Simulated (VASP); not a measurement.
A run of VASP 6.6.1 is set up as follows.

The input INCAR:

```
ALGO = Normal ; EDIFF = 1E-6
EDIFFG = -0.04 ; ENCUT = 600
GGA = PE ; IBRION = 2
ISIF = 3 ; ISMEAR = 0
LASPH = True ; LCHARG = False
LREAL = False ; LWAVE = False
NELM = 60 ; NSW = 90
PREC = Accurate ; SIGMA = 0.1
```

KPOINTS

```
k-points
0
Gamma
  4 4 2
```

File POSCAR:

```
MgS2I3
1.0
    4.1003036500      0.0000000000      0.0000000000
    0.0000000000      4.1003036500      0.0000000000
    0.0000000000      0.0000000000     13.7065259100
Mg S I
1 2 3
Direct
    0.5000000000      0.5000000000      0.5000000000
    0.5000000000      0.5000000000      0.8473602500
    0.5000000000      0.5000000000      0.1526397500
    0.0000000000      0.0000000000      0.0000000000
    0.0000000000      0.0000000000      0.7145522800
    0.0000000000      0.0000000000      0.2854477200
```

Potentials or basis: VASP PAW PBE potentials, release 64 (Mg, S, I).

The run is started by

```bash
$ cat potpaw_PBE.64/Mg/POTCAR potpaw_PBE.64/S/POTCAR potpaw_PBE.64/I/POTCAR > POTCAR
$ mpirun -np 1 vasp_std > vasp.out
```

(1) Predict the space group after relaxing (to 0.05 Å).

(2) Predict the relaxed volume.

## Answers

(1) P4/mmm (No. 123).

(2) 33.37 Å³/atom.

Caveat: the k points lie up to 0.39 Å⁻¹ apart in the final cell; this functional lacks dispersion, which binds the layers, so the pressure and a relaxed spacing across them are unreliable; an odd number of electrons without spin polarisation forces a metal; a magnetic or distorted state may lie lower.
